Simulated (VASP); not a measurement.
# CuI: single point with RPBE

Crystal: CuI.

```xyz
2
Lattice="0.0000 3.0315 3.0315 3.0315 0.0000 3.0315 3.0315 3.0315 0.0000" Properties=species:S:1:pos:R:3 pbc="T T T"
I     0.0000    0.0000    0.0000
Cu    4.5473    4.5473    4.5473
```

```yaml
Program: VASP 6.6.1
Task: single point
Functional: RPBE
Potentials_or_basis: VASP PAW PBE potentials, release 64 (I, Cu)
Cutoff: 520 eV
k_mesh: 8 × 8 × 8
Occupations: fermi-dirac, width 0.05 eV
Spin: no spin polarisation
```

```
Pressure               : 2.4 GPa
Band gap on the k mesh : 1.28 eV
```

Levels at points of the mesh, in eV from the valence-band top:
```
           k point  band 5  band 6  band 7  band 8  band 9  band 10  band 11  band 12  band 13  band 14
(0.00, 0.00, 0.00)   -1.82   -1.82    0.00    0.00    0.00     1.28     4.89     4.89     4.89     8.39
(0.50, 0.00, 0.00)   -1.79   -1.79   -1.75   -0.70   -0.70     2.24     5.44     5.44     7.59     9.29
(0.50, 0.50, 0.00)   -1.84   -1.76   -1.73   -1.47   -1.47     2.83     2.97     9.34     9.80     9.80
```

Run time: 41 s on 1 thread of Intel Xeon 8259CL, on a shared host, peak memory 0.18 GiB.

Caveat: the PAW data sets were made with another functional, which shifts forces and pressure a little; spin-orbit coupling is left out, which moves the levels of the heavy elements.
